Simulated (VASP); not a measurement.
# Ni (P6_3/mmc) in VASP: further runs, part 2 of 2

VASP 6.6.1. Earlier steps stand in the parts before.

### Step 3. Single point, BLYP (10.52 Å³/atom)

This run uses another cell than the first one, of 10.52 Å³/atom.

INCAR

```
SYSTEM = Ni
PREC = Accurate
ENCUT = 520
EDIFF = 1E-6
ISMEAR = -1
SIGMA = 0.1
LREAL = .FALSE.
LASPH = .TRUE.
NELM = 100
ALGO = Normal
ISIF = 2
LWAVE = .FALSE.
LCHARG = .FALSE.
GGA = B5
ALDAX = 1.0
AGGAX = 1.0
AGGAC = 1.0
ALDAC = 0.0
NBANDS = 28
```

KPOINTS

```
Automatic mesh
0
G
  16 16 5
  0 0 0
```

POSCAR

```
Ni
1.0
    2.4558552945      0.0000000000      0.0000000000
   -1.2279276473      2.1268330731      0.0000000000
    0.0000000000      0.0000000000      8.0530940951
Ni
4
Direct
    0.0000000000      1.0000000000      0.0000000000
    0.0000000000      1.0000000000      0.5000000000
    0.3333333333      0.6666666667      0.2500000000
    0.6666666667      0.3333333333      0.7500000000
```

Potentials or basis: VASP PAW PBE potentials, release 64 (Ni).

Launch:

```bash
$ cat potpaw_PBE.64/Ni/POTCAR > POTCAR
$ mpirun -np 1 vasp_std > vasp.out
```

OUTCAR:

```text
SYSTEM = Ni
   PREC = Accurate
   ENCUT = 520
   EDIFF = 1E-6
   ISMEAR = -1
   LREAL = .FALSE.
   LASPH = .TRUE.
   NELM = 100
   ISIF = 2
   GGA = B5

 ion  position               nearest neighbor table
   1  0.000  0.000  0.000-   3 2.46   4 2.46   4 2.46   3 2.46   4 2.46   3 2.46
   2  0.000  0.000  0.500-   3 2.46   4 2.46   4 2.46   3 2.46   4 2.46   3 2.46
   3  0.333  0.667  0.250-   1 2.46   2 2.46   1 2.46   2 2.46   1 2.46   2 2.46
   4  0.667  0.333  0.750-   1 2.46   2 2.46   1 2.46   2 2.46   1 2.46   2 2.46

  LATTYP: Found a hexagonal cell.
 ALAT       =     2.4558552945
 C/A-ratio  =     3.2791403114

  Lattice vectors:

 A1 = (   2.4558552945,   0.0000000000,   0.0000000000)
 A2 = (  -1.2279276473,   2.1268330731,   0.0000000000)
 A3 = (   0.0000000000,   0.0000000000,   8.0530940951)

Analysis of symmetry for initial positions (statically):
=====================================================================
 Subroutine PRICEL returns:
 Original cell was already a primitive cell.

 Routine SETGRP: Setting up the symmetry group for a
 hexagonal supercell.

 Subroutine GETGRP returns: Found 24 space group operations
 (whereof 12 operations were pure point group operations)
 out of a pool of 24 trial point group operations.

The static configuration has the point symmetry D_3d.
 The point group associated with its full space group is D_6h.

Analysis of symmetry for dynamics (positions and initial velocities):
=====================================================================
 Subroutine PRICEL returns:
 Original cell was already a primitive cell.

 Routine SETGRP: Setting up the symmetry group for a
 hexagonal supercell.

 Subroutine GETGRP returns: Found 24 space group operations
 (whereof 12 operations were pure point group operations)
 out of a pool of 24 trial point group operations.

The dynamic configuration has the point symmetry D_3d.
 The point group associated with its full space group is D_6h.

 Subroutine INISYM returns: Found 24 space group operations
 (whereof 12 operations are pure point group operations),
 and found     1 'primitive' translations

----------------------------------------------------------------------------------------

                                     Primitive cell

  volume of cell :      42.0629

  direct lattice vectors                    reciprocal lattice vectors
     2.455855295  0.000000000  0.000000000     0.407190115  0.235091323  0.000000000
    -1.227927647  2.126833073  0.000000000     0.000000000  0.470182645  0.000000000
     0.000000000  0.000000000  8.053094095     0.000000000  0.000000000  0.124175874

  length of vectors
     2.455855295  2.455855295  8.053094095     0.470182645  0.470182645  0.124175874

  position of ions in fractional coordinates (direct lattice)
     0.000000000  0.000000000  0.000000000
     0.000000000  0.000000000  0.500000000
     0.333333333  0.666666667  0.250000000
     0.666666667  0.333333333  0.750000000

  ion indices of the primitive-cell ions
   primitive index   ion index
                 1           1
                 2           2
                 3           3
                 4           4

----------------------------------------------------------------------------------------

 KPOINTS: Automatic mesh

Automatic generation of k-mesh.
 Grid dimensions read from file:
 generate k-points for:   16   16    5

 Generating k-lattice:

  Cartesian coordinates                     Fractional coordinates (reciprocal lattice)
     0.025449382  0.014693208  0.000000000     0.062500000  0.000000000  0.000000000
     0.000000000  0.029386415  0.000000000     0.000000000  0.062500000  0.000000000
     0.000000000  0.000000000  0.024835175     0.000000000  0.000000000  0.200000000

  Length of vectors
     0.029386415  0.029386415  0.024835175

  Shift w.r.t. Gamma in fractional coordinates (k-lattice)
     0.000000000  0.000000000  0.000000000

 Subroutine IBZKPT returns following result:
 ===========================================

 Found     90 irreducible k-points:

 Following reciprocal coordinates:
            Coordinates               Weight
  0.000000  0.000000  0.000000      1.000000
  0.062500  0.000000  0.000000      6.000000
  0.125000  0.000000  0.000000      6.000000
  0.187500  0.000000  0.000000      6.000000
  0.250000  0.000000  0.000000      6.000000
  0.312500  0.000000  0.000000      6.000000
[... 16 lines left out ...]
  0.187500  0.187500  0.000000      6.000000
  0.250000  0.187500  0.000000     12.000000
 [... further k-points ...]
   k-points           NKPTS =     90   k-points in BZ     NKDIM =     90   number of bands    NBANDS=     28
   number of dos      NEDOS =    301   number of ions     NIONS =      4
   total plane-waves  NPLWV =  19440
   dimension x,y,z NGX =    18 NGY =   18 NGZ =   60
   dimension x,y,z NGXF=    36 NGYF=   36 NGZF=  120
   ions per type =               4
   NGX,Y,Z   is equivalent  to a cutoff of  12.18, 12.18, 12.39 a.u.
   NGXF,Y,Z  is equivalent  to a cutoff of  24.37, 24.37, 24.77 a.u.
 SYSTEM =  Ni
   PREC   = accura    normal or accurate (medium, high low for compatibility)
   ISTART =      0    job   : 0-new  1-cont  2-samecut
   ICHARG =      2    charge: 1-file 2-atom 10-const
   ISPIN  =      1    spin polarized calculation?
   LNONCOLLINEAR =      F non collinear calculations
   LSORBIT =      F    spin-orbit coupling
   LASPH  =      T    aspherical Exc in radial PAW
   ENCUT  =  520.0 eV  38.22 Ry    6.18 a.u.   4.57  4.57 14.97*2*pi/ulx,y,z
   NELM   =    100;   NELMIN=  2; NELMDL= -5     # of ELM steps
   EDIFF  = 0.1E-05   stopping-criterion for ELM
   LREAL  =      F    real-space projection
   EDIFFG = 0.1E-04   stopping-criterion for IOM
   NSW    =      0    number of steps for IOM
   IBRION =     -1    ionic relax: 0-MD 1-quasi-New 2-CG
   NFREE  =      0    steps in history (QN), initial steepest desc. (CG)
   ISIF   =      2    stress and relaxation
   ISYM   =      2    0-nonsym 1-usesym 2-fastsym
   POTIM  = 0.5000    time-step for ionic-motion
   TEBEG  =    0.0;   TEEND  =   0.0 temperature during run
   PSTRESS=    0.0 pullay stress
   NELECT =      40.0000    total number of electrons
   NUPDOWN=      -1.0000    fix difference up-down
   EMIN   =  10.00;   EMAX   =-10.00  energy-range for DOS
   EFERMI =   0.00;   METHOD = LEGACY
   ISMEAR =    -1;   SIGMA  =   0.10  broadening in eV -4-tet -1-fermi 0-gaus
   EFERMI_NEDOS =   21; number of points for ismear=-14 and -15
   IALGO  =     38    algorithm
   IMIX   =      4    mixing-type and parameters
     AMIX     =   0.40;   BMIX     =  1.00
     AMIX_MAG =   1.60;   BMIX_MAG =  1.00
  volume/ion in A,a.u.               =      10.52        70.96
  Fermi-wavevector in a.u.,A,eV,Ry     =   1.609886  3.042244 35.262676  2.591734
  Thomas-Fermi vector in A             =   2.705525
   LORBIT       =      0    0 simple, 1 ext, 2 COOP (PROOUT), +10 PAW based schemes
   GGA     = B5    functional components
   LHFCALC =     F    Hartree Fock is set to
   AEXX    =    0.0000 exact exchange contribution
   IVDW    =     0    specifies the selected vdW correction
   LEPSILON=     F    determine dielectric tensor
   LRPA    =     F    only Hartree local field effects (RPA)
 non-spin polarized calculation
  energy-cutoff  :      520.00
  volume of cell :       42.06
 maximum number of plane-waves:      1154
   NGX =  9   NGY =  9   NGZ = 29

 number of electron      39.9999979 magnetization

 Free energy of the ion-electron system (eV)
  ---------------------------------------------------
  ext. energy  EPLUGINS =         0.00000000
  ---------------------------------------------------
  free energy    TOTEN  =       -18.19723676 eV

  energy without entropy =      -17.84837746  energy(sigma->0) =      -18.02280711

 E-fermi :  10.1836     XC(G=0): -12.8599

 val. band max:       10.1814475321   @ k =   0.3750   0.1250   0.4000
 cond. band min:      10.1843686753   @ k =   0.2500   0.1875   0.2000
 fundamental gap:      0.0029211432
 Fermi energy:        10.1836478184

 k-point     1 :       0.0000    0.0000    0.0000
  band No.  band energies     occupation
      1       1.2329      2.00000
      2       3.5115      2.00000
      3       3.5115      2.00000
      4       5.5702      2.00000
      5       7.8240      2.00000
      6       7.8548      2.00000
[... 733 lines left out ...]
     27      21.4452      0.00000
     28      22.1929      0.00000

 [... further k-points ...]

------------------------ aborting loop because EDIFF is reached ----------------------------------------

  FORCE on cell =-STRESS in cart. coord.  units (eV):
  Direction    XX          YY          ZZ          XY          YZ          ZX
  --------------------------------------------------------------------------------------
  -------------------------------------------------------------------------------------
  Total        4.6193027      4.6193027      4.5917084     -0.0000000      0.0000000     -0.0000000
  in kB      175.9495079    175.9495079    174.8984366     -0.0000000      0.0000000     -0.0000000
  external PRESSURE =     175.5991508 kB  Pullay stress =       0.0000000 kB

 VOLUME and BASIS-vectors are now :
 -----------------------------------------------------------------------------
  energy-cutoff  :      520.00
  volume of cell :       42.06
      direct lattice vectors                 reciprocal lattice vectors
     2.455855295  0.000000000  0.000000000     0.407190115  0.235091323  0.000000000
    -1.227927647  2.126833073  0.000000000     0.000000000  0.470182645  0.000000000
     0.000000000  0.000000000  8.053094095     0.000000000  0.000000000  0.124175874

 POSITION                                       TOTAL-FORCE (eV/Angst)
 -----------------------------------------------------------------------------------
      0.00000      0.00000      0.00000        -0.000000     -0.000000      0.000000
      0.00000      0.00000      4.02655        -0.000000     -0.000000      0.000000
     -0.00000      1.41789      2.01327        -0.000000      0.000000     -0.000000
      1.22793      0.70894      6.03982         0.000000     -0.000000      0.000000
 -----------------------------------------------------------------------------------
    total drift:                                0.000000     -0.000000      0.000000

  FREE ENERGIE OF THE ION-ELECTRON SYSTEM (eV)
  ---------------------------------------------------
  free  energy   TOTEN  =       -18.1972367644 eV

  energy  without entropy=      -17.8483774635  energy(sigma->0) =      -18.02280711
```

OSZICAR:

```text
N       E                     dE             d eps       ncg     rms          rms(c)
DAV:   1     0.259559940176E+03    0.25956E+03   -0.17988E+04  5176   0.207E+03
DAV:   2    -0.640941393026E+01   -0.26597E+03   -0.25531E+03  5044   0.355E+02
DAV:   3    -0.215487275916E+02   -0.15139E+02   -0.14593E+02  5424   0.115E+02
DAV:   4    -0.217959735594E+02   -0.24725E+00   -0.24694E+00  5596   0.150E+01
DAV:   5    -0.218049528464E+02   -0.89793E-02   -0.89788E-02  6320   0.227E+00    0.188E+01
DAV:   6    -0.193375336700E+02    0.24674E+01   -0.26359E+01  5440   0.794E+01    0.105E+01
DAV:   7    -0.185474290643E+02    0.79010E+00   -0.66875E+00  5584   0.436E+01    0.940E+00
DAV:   8    -0.189365380486E+02   -0.38911E+00   -0.84014E+00  5816   0.538E+01    0.116E+01
DAV:   9    -0.181984948045E+02    0.73804E+00   -0.18073E+00  6144   0.278E+01    0.950E-01
DAV:  10    -0.181995362661E+02   -0.10415E-02   -0.92347E-02  5556   0.309E+00    0.499E-01
DAV:  11    -0.181978131973E+02    0.17231E-02   -0.32324E-03  6984   0.588E-01    0.277E-01
DAV:  12    -0.181974050615E+02    0.40814E-03   -0.31596E-04  5612   0.175E-01    0.149E-01
DAV:  13    -0.181972346953E+02    0.17037E-03   -0.40827E-04  6008   0.311E-01    0.307E-02
DAV:  14    -0.181972373165E+02   -0.26212E-05   -0.72952E-05  5512   0.125E-01    0.150E-02
DAV:  15    -0.181972367644E+02    0.55213E-06   -0.56166E-06  5064   0.388E-02
   1 F= -.18197237E+02 E0= -.18022807E+02  d E =-.348859E+00
```

stdout:

```text
POSCAR found type information on POSCAR Ni
 POSCAR found :  1 types and       4 ions
 scaLAPACK will be used
 -----------------------------------------------------------------------------
|                                                                             |
|                                                                             |
|     You enforced a specific xc type in the INCAR file but a different       |
|     I HOPE YOU KNOW WHAT YOU ARE DOING!                                     |
|                                                                             |
 -----------------------------------------------------------------------------

 LDA part: xc-table for (Slater(with rela. corr.)+VWN5), standard interpolation
 POSCAR, INCAR and KPOINTS ok, starting setup
 FFT: planning ... GRIDC
 FFT: planning ... GRID_SOFT
 FFT: planning ... GRID
 WAVECAR not read
 entering main loop
```

It took 58 s on 1 thread of Intel Xeon 6975P-C (Granite Rapids), shared host; peak memory 0.2 GiB.

Results:

* Free energy: -18.1972 eV
* Pressure: 17.6 GPa
* Band gap on the k mesh: zero (bands 20 and 21 overlap by 0.62 eV)

Stress tensor (GPa, compression positive):
```
17.59  0.00  0.00
 0.00 17.59  0.00
 0.00  0.00 17.49
```

Levels at points of the mesh, in eV from the Fermi level:
```csv
k point,band 16,band 17,band 18,band 19,band 20,band 21,band 22,band 23,band 24,band 25
"(0.00, 0.00, 0.00)",-1.05,-1.05,-0.73,-0.73,-0.48,-0.48,-0.10,-0.10,-0.03,6.26
"(0.50, 0.00, 0.00)",-0.01,0.02,0.09,0.09,0.11,0.58,1.65,2.80,3.36,7.12
```

Caveat: the cell stands under pressure; the PAW data sets were made with another functional, which shifts forces and pressure a little; the run has no spin polarisation, though such a crystal can be magnetic.
